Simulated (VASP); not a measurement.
# KBr (I4/mmm) in VASP: notebook, part 2 of 2

VASP 6.6.1. Earlier steps stand in the parts before.

## 4. Single point, r2SCAN (strain -0.015 along x and y, -0.030 along z)

Input file POSCAR:

```
KBr
1.0
    0.0000000000      3.2431125000      3.1937250000
    3.2431125000      0.0000000000      3.1937250000
    3.2431125000      3.2431125000      0.0000000000
K Br
1 1
Direct
    0.0000000000      0.0000000000      0.0000000000
    0.5000000000      0.5000000000      0.5000000000
```

Input file INCAR.step1:

```
SYSTEM = KBr
  ALGO = Normal
  EDIFF = 1E-4
  ENCUT = 520
  GGA = PE
  ISMEAR = 0
  LASPH = .TRUE.
  LCHARG = .FALSE.
  LREAL = .FALSE.
  LWAVE = .TRUE.
  NBANDS = 15
  NELM = 60
  PREC = Accurate
  SIGMA = 0.05
```

Input file INCAR.step2:

```
SYSTEM = KBr
  ALGO = Normal
  EDIFF = 1E-6
  ENCUT = 520
  ISIF = 2
  ISMEAR = 0
  ISTART = 1
  LASPH = .TRUE.
  LCHARG = .FALSE.
  LMIXTAU = .TRUE.
  LREAL = .FALSE.
  LWAVE = .FALSE.
  METAGGA = R2SCAN
  NBANDS = 15
  NELM = 60
  PREC = Accurate
  SIGMA = 0.05
```

Input file KPOINTS:

```
k-points
0
G
  6 6 6
  0 0 0
```

Potentials or basis: VASP PAW PBE potentials, release 64 (K_sv, Br).

Launch:

```bash
> cat potpaw_PBE.64/K_sv/POTCAR potpaw_PBE.64/Br/POTCAR > POTCAR
> cp INCAR.step1 INCAR
> mpirun -np 1 vasp_std > vasp.out
> cp INCAR.step2 INCAR
> mpirun -np 1 vasp_std > vasp.out
```

OUTCAR:

```text
SYSTEM = KBr
   EDIFF = 1E-6
   ENCUT = 520
   ISIF = 2
   ISMEAR = 0
   ISTART = 1
   LASPH = .TRUE.
   LREAL = .FALSE.
   METAGGA = R2SCAN
   NELM = 60
   PREC = Accurate

 ion  position               nearest neighbor table
   1  0.000  0.000  0.000-   2 3.19   2 3.19   2 3.24   2 3.24   2 3.24   2 3.24
   2  0.500  0.500  0.500-   1 3.19   1 3.19   1 3.24   1 3.24   1 3.24   1 3.24

  LATTYP: Found a body centered tetragonal cell.
 ALAT       =     4.5864536818
 C/A-ratio  =     1.3926773152

  Lattice vectors:

 A1 = (   0.0000000000,  -3.2431125000,  -3.1937250000)
 A2 = (   0.0000000000,   3.2431125000,  -3.1937250000)
 A3 = (   3.2431125000,   0.0000000000,   3.1937250000)

Analysis of symmetry for initial positions (statically):
=====================================================================
 Subroutine PRICEL returns:
 Original cell was already a primitive cell.

 Routine SETGRP: Setting up the symmetry group for a
 body centered tetragonal supercell.

 Subroutine GETGRP returns: Found 16 space group operations
 (whereof 16 operations were pure point group operations)
 out of a pool of 16 trial point group operations.

[... 178 lines left out ...]
      7      -1.8724      2.00000
      8      -1.8579      2.00000
      9       3.4127      0.00000
     10       6.3335      0.00000
     11       6.3335      0.00000
     12       6.4340      0.00000
     13       7.3517      0.00000
     14       7.4331      0.00000
[... 401 lines left out ...]
      2     -14.6586      2.00000
      3     -13.4018      2.00000
      4     -13.3596      2.00000
      5     -13.2826      2.00000
      6      -2.7638      2.00000
      7      -2.3393      2.00000
      8      -2.1925      2.00000
      9       4.8969      0.00000
     10       6.6470      0.00000
     11       8.0224      0.00000
     12       8.6574      0.00000
     13       9.0048      0.00000
     14       9.5845      0.00000
     15      10.1538      0.00000

 [... further k-points ...]

------------------------ aborting loop because EDIFF is reached ----------------------------------------

  FORCE on cell =-STRESS in cart. coord.  units (eV):
  Direction    XX          YY          ZZ          XY          YZ          ZX
  --------------------------------------------------------------------------------------
  -------------------------------------------------------------------------------------
  Total        0.4709368      0.4709368      0.7979072      0.0000000      0.0000000     -0.0000000
  in kB       11.2310832     11.2310832     19.0288016      0.0000000      0.0000000     -0.0000000
  external PRESSURE =      13.8303227 kB  Pullay stress =       0.0000000 kB

 VOLUME and BASIS-vectors are now :
 -----------------------------------------------------------------------------
  energy-cutoff  :      520.00
  volume of cell :       67.18
      direct lattice vectors                 reciprocal lattice vectors
     0.000000000  3.243112500  3.193725000    -0.154172882  0.154172882  0.156556998
     3.243112500  0.000000000  3.193725000     0.154172882 -0.154172882  0.156556998
     3.243112500  3.243112500  0.000000000     0.154172882  0.154172882 -0.156556998

 POSITION                                       TOTAL-FORCE (eV/Angst)
 -----------------------------------------------------------------------------------
      0.00000      0.00000      0.00000         0.000000     -0.000000      0.000000
      3.24311      3.24311      3.19373         0.000000      0.000000      0.000000
 -----------------------------------------------------------------------------------
    total drift:                                0.000000      0.000000      0.000000

  FREE ENERGIE OF THE ION-ELECTRON SYSTEM (eV)
  ---------------------------------------------------
  free  energy   TOTEN  =       -23.2264208866 eV

  energy  without entropy=      -23.2264208866  energy(sigma->0) =      -23.22642089
```

It took 81 s on 1 thread of AMD EPYC 9R45 (Zen 5), shared host; peak memory 0.19 GiB.

What came out:

```
Free energy            : -23.2264 eV
Pressure               : 1.4 GPa
Band gap on the k mesh : 5.27 eV
```

Stress tensor (GPa, compression positive):
```
1.12 0.00 0.00
0.00 1.12 0.00
0.00 0.00 1.90
```

Caveat: the cell differs from its parent crystal (strain -0.015 along x and y, -0.030 along z); the PAW data sets were made with another functional, which shifts forces and pressure a little.

## 5. Single point, r2SCAN (strain -0.030 along x and y, +0.015 along z)

Input file POSCAR:

```
KBr
1.0
    0.0000000000      3.1937250000      3.3418875000
    3.1937250000      0.0000000000      3.3418875000
    3.1937250000      3.1937250000      0.0000000000
K Br
1 1
Direct
    0.0000000000      0.0000000000      0.0000000000
    0.5000000000      0.5000000000      0.5000000000
```

Input file INCAR.step1:

```
PREC = Accurate
ENCUT = 520
ISMEAR = 0
SIGMA = 0.05
LREAL = False
LASPH = True
NELM = 100
NBANDS = 15
GGA = PE
ALGO = Normal
EDIFF = 1E-4
LWAVE = True
LCHARG = False
```

Input file INCAR.step2:

```
PREC = Accurate
ENCUT = 520
EDIFF = 1E-6
ISMEAR = 0
SIGMA = 0.05
LREAL = False
LASPH = True
NELM = 100
ALGO = Normal
ISIF = 2
LWAVE = False
LCHARG = False
METAGGA = R2SCAN
LMIXTAU = True
NBANDS = 15
ISTART = 1
```

Input file KPOINTS:

```
regular mesh
0
Gamma
  6 6 6
```

Launch:

```bash
> cat potpaw_PBE.64/K_sv/POTCAR potpaw_PBE.64/Br/POTCAR > POTCAR
> cp INCAR.step1 INCAR
> mpirun -np 1 vasp_std > vasp.out
> cp INCAR.step2 INCAR
> mpirun -np 1 vasp_std > vasp.out
```

It took 77 s on 1 thread of AMD EPYC 9R45 (Zen 5), shared host; peak memory 0.19 GiB.

The run converged. Its results:

- Free energy: -23.2230 eV
- Pressure: 1.2 GPa
- Band gap on the k mesh: 5.21 eV

Stress tensor (GPa, compression positive):
```
 1.82  0.00  0.00
 0.00  1.82  0.00
 0.00  0.00 -0.12
```

Levels at points of the mesh, in eV from the valence-band top:
```tsv
k point	band 6	band 7	band 8	band 9	band 10	band 11
(0.00, 0.00, 0.00)	-0.04	0.00	0.00	5.21	8.03	8.33
(0.50, 0.00, 0.00)	-1.29	-0.40	-0.38	7.23	9.04	10.67
(0.50, 0.50, 0.00)	-0.94	-0.27	-0.27	6.33	8.22	10.21
(0.50, 0.00, 0.50)	-0.87	-0.35	-0.34	6.26	8.23	10.32
```

Caveat: the cell differs from its parent crystal (strain -0.030 along x and y, +0.015 along z); the PAW data sets were made with another functional, which shifts forces and pressure a little.

## 6. Summary

| cell | gap on the mesh (eV) | pressure (GPa) |
| --- | --- | --- |
| a = 4.552, b = 4.552, c = 4.517 Å, angles 60.3, 60.3, 59.5°, 2 atoms | 5.32 | 1.7 |
| a = 4.587, b = 4.587, c = 4.517 Å, angles 60.5, 60.5, 59.0°, 2 atoms | 5.27 | 1.4 |
| a = 4.552, b = 4.552, c = 4.586 Å, angles 59.7, 59.7, 60.5°, 2 atoms | 5.27 | 1.4 |
| a = 4.623, b = 4.623, c = 4.517 Å, angles 60.8, 60.8, 58.5°, 2 atoms | 5.21 | 1.2 |

Alike in all rows: task single point; level r2SCAN; potentials or basis VASP PAW PBE potentials, release 64 (K_sv, Br); no spin polarisation; k mesh 6 × 6 × 6; cutoff (eV) 520; smearing gaussian 0.05 eV.

Caveats: the PAW data sets were made with another functional, which shifts forces and pressure a little.

Total energies depend on the potentials used, so only differences within one code and one set of settings carry meaning.
